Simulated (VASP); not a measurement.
# CsI (Pm-3m) in VASP: a series of runs

The runs below take CsI through single point, with PBE.

Everything below comes from runs of VASP 6.6.1. Logs are shortened: lines on timing, memory, paths and dates and some standing lists are left out, and cuts for length are marked.

## Step 1: The cell of the first run

The structure is cubic, space group Pm-3m (No. 221). Conventional cell: a = 4.608 Å, b = 4.608 Å, c = 4.608 Å, α = 90.00°, β = 90.00°, γ = 90.00°. Cs (site symmetry m-3m) has 8 I at 3.99 Å and 6 Cs at 4.61 Å within 5.2 Å. Within 5.2 Å of I (site symmetry m-3m) lie 8 Cs at 3.99 Å and 6 I at 4.61 Å.

## Step 2: Single point, PBE

INCAR

```
  PREC = Accurate
  ENCUT = 500
  EDIFF = 1E-6
  ISMEAR = 0
  SIGMA = 0.01
  LREAL = F
  LASPH = T
  NELM = 120
  ALGO = Normal
  ISIF = 2
  LWAVE = F
  LCHARG = F
  GGA = PE
  NBANDS = 15
  GGA_COMPAT = F
```

KPOINTS

```
Automatic mesh
0
Gamma
  2 2 2
```

POSCAR

```
CsI
1.0
    4.6080831759      0.0000000000      0.0000000000
    0.0000000000      4.6080831759      0.0000000000
    0.0000000000      0.0000000000      4.6080831759
Cs I
1 1
Direct
    0.0000000000      0.0000000000      0.0000000000
    0.5000000000      0.5000000000      0.5000000000
```

Potentials or basis: VASP PAW PBE potentials, release 64 (Cs_sv, I).

On the command line:

```console
$ cat potpaw_PBE.64/Cs_sv/POTCAR potpaw_PBE.64/I/POTCAR > POTCAR
$ mpirun -np 1 vasp_std > vasp.out
```

OUTCAR:

```text
PREC = Accurate
   ENCUT = 500
   EDIFF = 1E-6
   ISMEAR = 0
   LREAL = F
   LASPH = T
   NELM = 120
   ISIF = 2
   GGA = PE

 ion  position               nearest neighbor table
   1  0.000  0.000  0.000-
   2  0.500  0.500  0.500-

  LATTYP: Found a simple cubic cell.
 ALAT       =     4.6080831759

  Lattice vectors:

 A1 = (   4.6080831759,   0.0000000000,   0.0000000000)
 A2 = (   0.0000000000,   4.6080831759,   0.0000000000)
 A3 = (   0.0000000000,   0.0000000000,   4.6080831759)

Analysis of symmetry for initial positions (statically):
=====================================================================
 Subroutine PRICEL returns:
 Original cell was already a primitive cell.

 Routine SETGRP: Setting up the symmetry group for a
 simple cubic supercell.

 Subroutine GETGRP returns: Found 48 space group operations
 (whereof 48 operations were pure point group operations)
 out of a pool of 48 trial point group operations.

The static configuration has the point symmetry O_h .

Analysis of symmetry for dynamics (positions and initial velocities):
=====================================================================
 Subroutine PRICEL returns:
 Original cell was already a primitive cell.

 Routine SETGRP: Setting up the symmetry group for a
 simple cubic supercell.

 Subroutine GETGRP returns: Found 48 space group operations
 (whereof 48 operations were pure point group operations)
 out of a pool of 48 trial point group operations.

The dynamic configuration has the point symmetry O_h .

 Subroutine INISYM returns: Found 48 space group operations
 (whereof 48 operations are pure point group operations),
 and found     1 'primitive' translations

----------------------------------------------------------------------------------------

                                     Primitive cell

  volume of cell :      97.8500

  direct lattice vectors                    reciprocal lattice vectors
     4.608083176  0.000000000  0.000000000     0.217009972  0.000000000  0.000000000
     0.000000000  4.608083176  0.000000000     0.000000000  0.217009972  0.000000000
     0.000000000  0.000000000  4.608083176     0.000000000  0.000000000  0.217009972

  length of vectors
     4.608083176  4.608083176  4.608083176     0.217009972  0.217009972  0.217009972

  position of ions in fractional coordinates (direct lattice)
     0.000000000  0.000000000  0.000000000
     0.500000000  0.500000000  0.500000000

  ion indices of the primitive-cell ions
   primitive index   ion index
                 1           1
                 2           2

----------------------------------------------------------------------------------------

 KPOINTS: Automatic mesh

Automatic generation of k-mesh.
 Grid dimensions read from file:
 generate k-points for:    2    2    2

 Generating k-lattice:

  Cartesian coordinates                     Fractional coordinates (reciprocal lattice)
     0.108504986  0.000000000  0.000000000     0.500000000  0.000000000  0.000000000
     0.000000000  0.108504986  0.000000000     0.000000000  0.500000000  0.000000000
     0.000000000  0.000000000  0.108504986     0.000000000  0.000000000  0.500000000

  Length of vectors
     0.108504986  0.108504986  0.108504986

  Shift w.r.t. Gamma in fractional coordinates (k-lattice)
     0.000000000  0.000000000  0.000000000

 Subroutine IBZKPT returns following result:
 ===========================================

 Found      4 irreducible k-points:

 Following reciprocal coordinates:
            Coordinates               Weight
  0.000000  0.000000  0.000000      1.000000
  0.500000  0.000000  0.000000      3.000000
  0.500000  0.500000  0.000000      3.000000
  0.500000  0.500000  0.500000      1.000000
   k-points           NKPTS =      4   k-points in BZ     NKDIM =      4   number of bands    NBANDS=     15
   number of dos      NEDOS =    301   number of ions     NIONS =      2
   total plane-waves  NPLWV =  46656
   dimension x,y,z NGX =    36 NGY =   36 NGZ =   36
   dimension x,y,z NGXF=    72 NGYF=   72 NGZF=   72
   ions per type =               1   1
   NGX,Y,Z   is equivalent  to a cutoff of  12.99, 12.99, 12.99 a.u.
   NGXF,Y,Z  is equivalent  to a cutoff of  25.98, 25.98, 25.98 a.u.
 SYSTEM =  unknown system
   PREC   = accura    normal or accurate (medium, high low for compatibility)
   ISTART =      0    job   : 0-new  1-cont  2-samecut
   ICHARG =      2    charge: 1-file 2-atom 10-const
   ISPIN  =      1    spin polarized calculation?
   LNONCOLLINEAR =      F non collinear calculations
   LSORBIT =      F    spin-orbit coupling
   LASPH  =      T    aspherical Exc in radial PAW
   ENCUT  =  500.0 eV  36.75 Ry    6.06 a.u.   8.40  8.40  8.40*2*pi/ulx,y,z
   NELM   =    120;   NELMIN=  2; NELMDL= -5     # of ELM steps
   EDIFF  = 0.1E-05   stopping-criterion for ELM
   LREAL  =      F    real-space projection
   EDIFFG = 0.1E-04   stopping-criterion for IOM
   NSW    =      0    number of steps for IOM
   IBRION =     -1    ionic relax: 0-MD 1-quasi-New 2-CG
   NFREE  =      0    steps in history (QN), initial steepest desc. (CG)
   ISIF   =      2    stress and relaxation
   ISYM   =      2    0-nonsym 1-usesym 2-fastsym
   POTIM  = 0.5000    time-step for ionic-motion
   TEBEG  =    0.0;   TEEND  =   0.0 temperature during run
   PSTRESS=    0.0 pullay stress
   NELECT =      16.0000    total number of electrons
   NUPDOWN=      -1.0000    fix difference up-down
   EMIN   =  10.00;   EMAX   =-10.00  energy-range for DOS
   EFERMI =   0.00;   METHOD = LEGACY
   ISMEAR =     0;   SIGMA  =   0.01  broadening in eV -4-tet -1-fermi 0-gaus
   EFERMI_NEDOS =   21; number of points for ismear=-14 and -15
   IALGO  =     38    algorithm
   IMIX   =      4    mixing-type and parameters
     AMIX     =   0.40;   BMIX     =  1.00
     AMIX_MAG =   1.60;   BMIX_MAG =  1.00
  volume/ion in A,a.u.               =      48.93       330.16
  Fermi-wavevector in a.u.,A,eV,Ry     =   0.895216  1.691713 10.903869  0.801412
  Thomas-Fermi vector in A             =   2.017520
   LORBIT       =      0    0 simple, 1 ext, 2 COOP (PROOUT), +10 PAW based schemes
   GGA     = PE    functional components
   LHFCALC =     F    Hartree Fock is set to
   AEXX    =    0.0000 exact exchange contribution
   IVDW    =     0    specifies the selected vdW correction
   LEPSILON=     F    determine dielectric tensor
   LRPA    =     F    only Hartree local field effects (RPA)
 non-spin polarized calculation
 Gauss-broadening in eV      SIGMA  =   0.01
  energy-cutoff  :      500.00
  volume of cell :       97.85
 maximum number of plane-waves:      2517
 NGX is ok and might be reduce to    36
   NGX = 17   NGY = 17   NGZ = 17

 number of electron      16.0000002 magnetization

 Free energy of the ion-electron system (eV)
  ---------------------------------------------------
  ext. energy  EPLUGINS =         0.00000000
  ---------------------------------------------------
  free energy    TOTEN  =        -5.23421967 eV

  energy without entropy =       -5.23421967  energy(sigma->0) =       -5.23421967

 E-fermi :   0.8326     XC(G=0):  -7.6188

 val. band max:        0.7615186898   @ k =   0.5000   0.5000   0.0000
 cond. band min:       4.4879764646   @ k =   0.0000   0.0000   0.0000
 fundamental gap:      3.7264577747
 Fermi energy:         0.8326069758

 k-point     1 :       0.0000    0.0000    0.0000
  band No.  band energies     occupation
      1     -19.8088      2.00000
      2      -9.8263      2.00000
      3      -6.5100      2.00000
      4      -6.5100      2.00000
      5      -6.5100      2.00000
      6       0.6651      2.00000
      7       0.6651      2.00000
      8       0.6651      2.00000
      9       4.4880      0.00000
     10       4.8968      0.00000
     11       4.8968      0.00000
     12       8.3488      0.00000
     13       8.3488      0.00000
     14       8.3488      0.00000
     15      10.8088      0.00000

 k-point     2 :       0.5000    0.0000    0.0000
  band No.  band energies     occupation
      1     -19.7871      2.00000
      2      -9.8399      2.00000
      3      -6.6331      2.00000
      4      -6.4543      2.00000
      5      -6.4543      2.00000
      6      -0.7550      2.00000
      7       0.5261      2.00000
      8       0.5261      2.00000
      9       5.8599      0.00000
     10       7.0845      0.00000
     11       7.2987      0.00000
     12       7.5569      0.00000
     13       8.4727      0.00000
     14       8.4727      0.00000
     15       8.9559      0.00000

 k-point     3 :       0.5000    0.5000    0.0000
  band No.  band energies     occupation
      1     -19.7675      2.00000
      2      -9.6655      2.00000
      3      -6.8393      2.00000
      4      -6.8393      2.00000
      5      -6.4188      2.00000
      6      -0.0914      2.00000
      7      -0.0914      2.00000
      8       0.7615      2.00000
      9       4.9168      0.00000
     10       5.6003      0.00000
     11       6.7533      0.00000
     12       6.7533      0.00000
     13      10.0441      0.00000
     14      10.1164      0.00000
     15      10.2644      0.00000

 k-point     4 :       0.5000    0.5000    0.5000
  band No.  band energies     occupation
      1     -19.7489      2.00000
      2      -9.5676      2.00000
      3      -6.7422      2.00000
      4      -6.7422      2.00000
      5      -6.7422      2.00000
      6      -0.4972      2.00000
      7      -0.4972      2.00000
      8      -0.4972      2.00000
      9       7.7782      0.00000
     10       7.7782      0.00000
     11       7.7782      0.00000
     12       8.4174      0.00000
     13       8.4174      0.00000
     14       8.4174      0.00000
     15      10.2750      0.00000

------------------------ aborting loop because EDIFF is reached ----------------------------------------

  FORCE on cell =-STRESS in cart. coord.  units (eV):
  Direction    XX          YY          ZZ          XY          YZ          ZX
  --------------------------------------------------------------------------------------
  -------------------------------------------------------------------------------------
  Total        0.7738395      0.7738395      0.7738395      0.0000000      0.0000000      0.0000000
  in kB       12.6706990     12.6706990     12.6706990      0.0000000      0.0000000      0.0000000
  external PRESSURE =      12.6706990 kB  Pullay stress =       0.0000000 kB

 VOLUME and BASIS-vectors are now :
 -----------------------------------------------------------------------------
  energy-cutoff  :      500.00
  volume of cell :       97.85
      direct lattice vectors                 reciprocal lattice vectors
     4.608083176  0.000000000  0.000000000     0.217009972  0.000000000  0.000000000
     0.000000000  4.608083176  0.000000000     0.000000000  0.217009972  0.000000000
     0.000000000  0.000000000  4.608083176     0.000000000  0.000000000  0.217009972

 POSITION                                       TOTAL-FORCE (eV/Angst)
 -----------------------------------------------------------------------------------
      0.00000      0.00000      0.00000         0.000000      0.000000      0.000000
      2.30404      2.30404      2.30404         0.000000      0.000000      0.000000
 -----------------------------------------------------------------------------------
    total drift:                               -0.000000      0.000000      0.000000

  FREE ENERGIE OF THE ION-ELECTRON SYSTEM (eV)
  ---------------------------------------------------
  free  energy   TOTEN  =        -5.2342196727 eV

  energy  without entropy=       -5.2342196727  energy(sigma->0) =       -5.23421967
```

Wall time 5.3 s (1 thread of Intel Xeon Platinum 8559C (Emerald Rapids), shared host); peak memory 0.19 GiB.

What came out:

```
Free energy            : -5.2342 eV
Pressure               : 1.3 GPa
Band gap on the k mesh : 3.73 eV, indirect (least direct gap 3.82 eV)
```

Caveat: the k points lie up to 0.68 Å⁻¹ apart; spin-orbit coupling is left out, which moves the levels of the heavy elements. A k mesh can miss the band edges.

## Step 3: Single point, PBE

INCAR

```
SYSTEM = CsI
PREC = Accurate ; ENCUT = 500
EDIFF = 1E-6 ; ISMEAR = 1
SIGMA = 0.5 ; LREAL = .False.
LASPH = .True. ; NELM = 120
ALGO = Normal ; ISIF = 2
LWAVE = .False. ; LCHARG = .False.
GGA = PE ; NBANDS = 15
GGA_COMPAT = .False.
```

KPOINTS

```
Automatic mesh
0
Gamma
  4 4 4
  0 0 0
```

POSCAR is that of step 2.

Potentials or basis: VASP PAW PBE potentials, release 64 (Cs_sv, I).

On the command line:

```console
$ cat potpaw_PBE.64/Cs_sv/POTCAR potpaw_PBE.64/I/POTCAR > POTCAR
$ mpirun -np 1 vasp_std > vasp.out
```

It took 8 s on 1 thread of Intel Xeon Platinum 8559C (Emerald Rapids), shared host; peak memory 0.2 GiB.

The run converged. Its results:

```yaml
Free_energy: -5.4072 eV
Pressure: 0.4 GPa
Band_gap_on_the_k_mesh: 3.79 eV, indirect (least direct gap 3.88 eV)
```

Levels at points of the mesh, in eV from the valence-band top:
```tsv
k point	band 4	band 5	band 6	band 7	band 8	band 9	band 10	band 11	band 12	band 13
(0.00, 0.00, 0.00)	-7.12	-7.12	-0.09	-0.09	-0.09	3.79	4.22	4.22	7.71	7.71
(0.50, 0.00, 0.00)	-7.06	-7.06	-1.50	-0.23	-0.23	5.21	6.38	6.61	6.83	7.82
(0.50, 0.50, 0.00)	-7.45	-7.03	-0.84	-0.84	0.00	4.25	4.91	6.10	6.10	9.41
(0.50, 0.50, 0.50)	-7.36	-7.36	-1.24	-1.24	-1.24	7.09	7.09	7.09	7.74	7.74
```

Caveat: spin-orbit coupling is left out, which moves the levels of the heavy elements. A k mesh can miss the band edges.

## Step 4: Single point, PBE

INCAR

```
SYSTEM = CsI
  PREC = Accurate
  ENCUT = 500
  EDIFF = 1E-6
  ISMEAR = 1
  SIGMA = 0.2
  LREAL = .FALSE.
  LASPH = .TRUE.
  NELM = 120
  ALGO = Normal
  ISIF = 2
  LWAVE = .FALSE.
  LCHARG = .TRUE.
  GGA = PE
  LELF = .TRUE.
  LVHAR = .TRUE.
  NBANDS = 15
  GGA_COMPAT = .FALSE.
```

KPOINTS

```
regular mesh
0
G
  4 4 4
  0 0 0
```

POSCAR is that of step 3.

On the command line:

```console
$ cat potpaw_PBE.64/Cs_sv/POTCAR potpaw_PBE.64/I/POTCAR > POTCAR
$ mpirun -np 1 vasp_std > vasp.out
```

It took 8.2 s on 1 thread of Intel Xeon Platinum 8559C (Emerald Rapids), shared host; peak memory 0.2 GiB.

It converged, with:

```
Free energy            : -5.4286 eV
Pressure               : 0.4 GPa
Band gap on the k mesh : 3.79 eV, indirect (least direct gap 3.88 eV)
```

Levels at points of the mesh, in eV from the valence-band top:
```tsv
k point	band 6	band 7	band 8	band 9	band 10	band 11
(0.00, 0.00, 0.00)	-0.09	-0.09	-0.09	3.79	4.22	4.22
(0.50, 0.00, 0.00)	-1.50	-0.23	-0.23	5.21	6.37	6.61
(0.50, 0.50, 0.00)	-0.84	-0.84	0.00	4.25	4.91	6.09
(0.50, 0.50, 0.50)	-1.24	-1.24	-1.24	7.09	7.09	7.09
```

Caveat: spin-orbit coupling is left out, which moves the levels of the heavy elements. A hybrid or GW would open this gap; PBE tends to underestimate it.

## Step 5: Single point, PBE

INCAR

```
PREC = Accurate
ENCUT = 500
EDIFF = 1E-6
ISMEAR = 1
SIGMA = 0.001
LREAL = F
LASPH = T
NELM = 120
ALGO = Normal
ISIF = 2
LWAVE = F
LCHARG = F
GGA = PE
NBANDS = 15
GGA_COMPAT = F
```

KPOINTS

```
Automatic mesh
0
Gamma
  4 4 4
```

POSCAR is that of step 4.

Potentials or basis: VASP PAW PBE potentials, release 64 (Cs_sv, I).

On the command line:

```console
$ cat potpaw_PBE.64/Cs_sv/POTCAR potpaw_PBE.64/I/POTCAR > POTCAR
$ mpirun -np 1 vasp_std > vasp.out
```

OUTCAR:

```text
PREC = Accurate
   ENCUT = 500
   EDIFF = 1E-6
   ISMEAR = 1
   LREAL = F
   LASPH = T
   NELM = 120
   ISIF = 2
   GGA = PE

 ion  position               nearest neighbor table
   1  0.000  0.000  0.000-
   2  0.500  0.500  0.500-

  LATTYP: Found a simple cubic cell.
 ALAT       =     4.6080831759

  Lattice vectors:

 A1 = (   4.6080831759,   0.0000000000,   0.0000000000)
[... 347 lines left out ...]
     14       8.3908      0.00000
     15      10.3074      0.00000

------------------------ aborting loop because EDIFF is reached ----------------------------------------

  FORCE on cell =-STRESS in cart. coord.  units (eV):
  Direction    XX          YY          ZZ          XY          YZ          ZX
  --------------------------------------------------------------------------------------
  -------------------------------------------------------------------------------------
  Total        0.2770534      0.2770534      0.2770534      0.0000000      0.0000000     -0.0000000
  in kB        4.5364183      4.5364183      4.5364183      0.0000000      0.0000000     -0.0000000
  external PRESSURE =       4.5364183 kB  Pullay stress =       0.0000000 kB

 VOLUME and BASIS-vectors are now :
 -----------------------------------------------------------------------------
  energy-cutoff  :      500.00
  volume of cell :       97.85
      direct lattice vectors                 reciprocal lattice vectors
     4.608083176  0.000000000  0.000000000     0.217009972  0.000000000  0.000000000
     0.000000000  4.608083176  0.000000000     0.000000000  0.217009972  0.000000000
     0.000000000  0.000000000  4.608083176     0.000000000  0.000000000  0.217009972

 POSITION                                       TOTAL-FORCE (eV/Angst)
 -----------------------------------------------------------------------------------
      0.00000      0.00000      0.00000         0.000000      0.000000      0.000000
      2.30404      2.30404      2.30404         0.000000      0.000000      0.000000
 -----------------------------------------------------------------------------------
    total drift:                                0.000000      0.000000      0.000000

  FREE ENERGIE OF THE ION-ELECTRON SYSTEM (eV)
  ---------------------------------------------------
  free  energy   TOTEN  =        -5.4349976858 eV

  energy  without entropy=       -5.4349976858  energy(sigma->0) =       -5.43499769
```

OSZICAR:

```text
N       E                     dE             d eps       ncg     rms          rms(c)
DAV:   1     0.824121973018E+02    0.82412E+02   -0.58075E+03   300   0.835E+02
DAV:   2     0.179728855330E+01   -0.80615E+02   -0.72842E+02   406   0.142E+02
DAV:   3    -0.547584952134E+01   -0.72731E+01   -0.72461E+01   384   0.456E+01
DAV:   4    -0.557952663770E+01   -0.10368E+00   -0.10367E+00   409   0.650E+00
DAV:   5    -0.558086159285E+01   -0.13350E-02   -0.13349E-02   405   0.727E-01    0.158E+00
DAV:   6    -0.545671445353E+01    0.12415E+00   -0.98115E-02   370   0.154E+00    0.110E+00
DAV:   7    -0.543108057118E+01    0.25634E-01   -0.10119E-01   377   0.153E+00    0.617E-01
DAV:   8    -0.543523932506E+01   -0.41588E-02   -0.13323E-02   321   0.620E-01    0.133E-01
DAV:   9    -0.543491050837E+01    0.32882E-03   -0.55811E-04   384   0.122E-01    0.571E-02
DAV:  10    -0.543500166217E+01   -0.91154E-04   -0.30170E-04   314   0.920E-02    0.351E-02
DAV:  11    -0.543499681600E+01    0.48462E-05   -0.98287E-06   384   0.156E-02    0.168E-02
DAV:  12    -0.543499828107E+01   -0.14651E-05   -0.20187E-06   340   0.968E-03    0.744E-03
DAV:  13    -0.543499768581E+01    0.59526E-06   -0.13448E-06   291   0.616E-03
   1 F= -.54349977E+01 E0= -.54349977E+01  d E =0.000000E+00
```

It took 7.2 s on 1 thread of Intel Xeon Platinum 8559C (Emerald Rapids), shared host; peak memory 0.2 GiB.

Results:

```
Free energy            : -5.4350 eV
Pressure               : 0.5 GPa
Band gap on the k mesh : 3.79 eV, indirect (least direct gap 3.88 eV)
```

Caveat: spin-orbit coupling is left out, which moves the levels of the heavy elements. PBE gaps usually lie below the measured ones, often by a third to a half.

## Step 6: Overview

| k mesh | smearing | gap on the mesh (eV) | pressure (GPa) |
| --- | --- | --- | --- |
| 2 × 2 × 2 | gaussian 0.01 eV | 3.73 | 1.3 |
| 4 × 4 × 4 | methfessel-paxton 0.5 eV | 3.79 | 0.4 |
| 4 × 4 × 4 | methfessel-paxton 0.2 eV | 3.79 | 0.4 |
| 4 × 4 × 4 | methfessel-paxton 0.001 eV | 3.79 | 0.5 |

Alike in all rows: task single point; level PBE; potentials or basis VASP PAW PBE potentials, release 64 (Cs_sv, I); no spin polarisation; cell as given; cutoff (eV) 500.

Caveats: some runs use coarse meshes; spin-orbit coupling is left out, which moves the levels of the heavy elements.

Total energies depend on the potentials used, so only differences within one code and one set of settings carry meaning.
